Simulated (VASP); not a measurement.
H27C5Cl5: single point with r2SCAN+D3(BJ)

The system is H27C5Cl5.

```
CELL_PARAMETERS angstrom
8.32034 0.00000 0.00000
0.00000 8.32034 0.00000
0.00000 0.00000 8.32034
ATOMIC_POSITIONS crystal
C 0.29257 0.52604 0.05704
C 0.35935 0.01945 0.10394
C 0.77662 0.89615 0.51154
C 0.60754 0.32740 0.58168
C 0.93131 0.20571 0.17415
Cl 0.26392 0.53197 0.26423
Cl 0.51303 0.14659 0.17558
Cl 0.98036 0.85338 0.48942
Cl 0.70310 0.46614 0.46594
Cl 0.92866 0.20042 0.95936
H 0.35259 0.64452 0.02192
H 0.36506 0.41455 0.03348
H 0.17598 0.52721 0.99492
H 0.25605 0.07059 0.15632
H 0.35250 0.99374 0.97122
H 0.37498 0.89545 0.16129
H 0.76347 0.94192 0.63220
H 0.74117 0.98390 0.41286
H 0.70512 0.78957 0.48097
H 0.67238 0.29356 0.69658
H 0.49520 0.38623 0.62292
H 0.57903 0.21694 0.51366
H 0.01637 0.28606 0.22200
H 0.82038 0.26117 0.21063
H 0.92902 0.08766 0.22935
H 0.65219 0.76068 0.12187
H 0.56415 0.74809 0.13487
H 0.83845 0.56470 0.14874
H 0.83864 0.55406 0.06178
H 0.74415 0.66182 0.83414
H 0.70778 0.60127 0.77636
H 0.42977 0.02221 0.57093
H 0.34244 0.06488 0.57851
H 0.32955 0.63652 0.69723
H 0.28221 0.70058 0.72679
H 0.09302 0.23754 0.56171
H 0.00870 0.27594 0.56124
```

```
Program                : VASP 6.6.1
Task                   : single point
Functional             : r2SCAN
Dispersion             : D3(BJ)
Potentials or basis    : VASP PAW PBE potentials, release 64 (C, Cl, H)
Cutoff                 : 520 eV
k mesh                 : 1 × 1 × 1
Occupations            : fermi-dirac, width 0.05 eV
Spin                   : no spin polarisation
Dipole correction      : no
Further INCAR settings : LREAL = Auto; ALGO = Normal; EDIFF = 1e-06; NBANDS = 65
```

```json
{
 "Pressure": "-0.4 GPa",
 "Largest force": "2.822 eV/Å",
 "Band gap on the k mesh": "6.32 eV",
 "Dispersion energy per atom": "-0.019 eV"
}
```

Forces in eV/Å, atoms in the order of the input:
```
C    0.743  0.765 -1.166
C    0.492 -2.699  0.016
C   -0.970  0.670 -1.822
C   -1.331 -1.250  2.152
C   -1.619 -0.278 -0.118
Cl  -0.295  0.066  0.969
Cl   0.495  0.038 -0.483
Cl   0.910 -0.362 -0.244
Cl   1.118  0.846 -0.946
Cl   0.297 -0.141  0.389
H   -0.262 -1.643  0.211
H   -0.478  1.135 -0.246
H    0.251 -0.372  0.231
H   -1.399  0.355 -0.082
H    0.281  0.954  1.022
H   -0.082  1.424 -0.441
H   -0.563  0.093  0.106
H    0.369 -0.421  1.288
H    0.218  0.049  0.670
H   -0.120  0.394 -1.189
H    0.250 -0.598 -0.262
H    0.173  0.636  0.190
H    1.556  0.477  0.104
H   -0.663  0.148 -0.090
H    0.543 -0.248 -0.333
H   -0.248  0.027  0.046
H    0.294  0.023  0.021
H    0.098  0.045  0.489
H    0.070 -0.123 -0.447
H   -0.268 -0.373 -0.368
H    0.253  0.425  0.355
H   -1.798  0.768  0.173
H    1.683 -0.903 -0.135
H    0.802 -1.038 -0.505
H   -0.797  1.071  0.444
H   -0.853  0.368 -0.004
H    0.849 -0.327  0.005
```

Stress tensor (GPa, compression positive):
```
 0.75  0.38 -1.02
 0.38 -1.02  0.05
-1.02  0.05 -0.80
```

Levels at points of the mesh, in eV from the valence-band top:
```
           k point  band 39  band 40  band 41  band 42  band 43  band 44
(0.00, 0.00, 0.00)    -0.10    -0.06     0.00     6.32     6.58     6.72
```

Run time: 7.1 min on 1 thread of Intel(R) Xeon(R) Platinum 8259CL CPU @ 2.50GHz (Skylake/Cascade Lake), with other jobs on the host, peak memory 0.61 GiB.

Caveat: the k points lie up to 0.76 Å⁻¹ apart; the PAW data sets were made with another functional, which shifts forces and pressure a little.
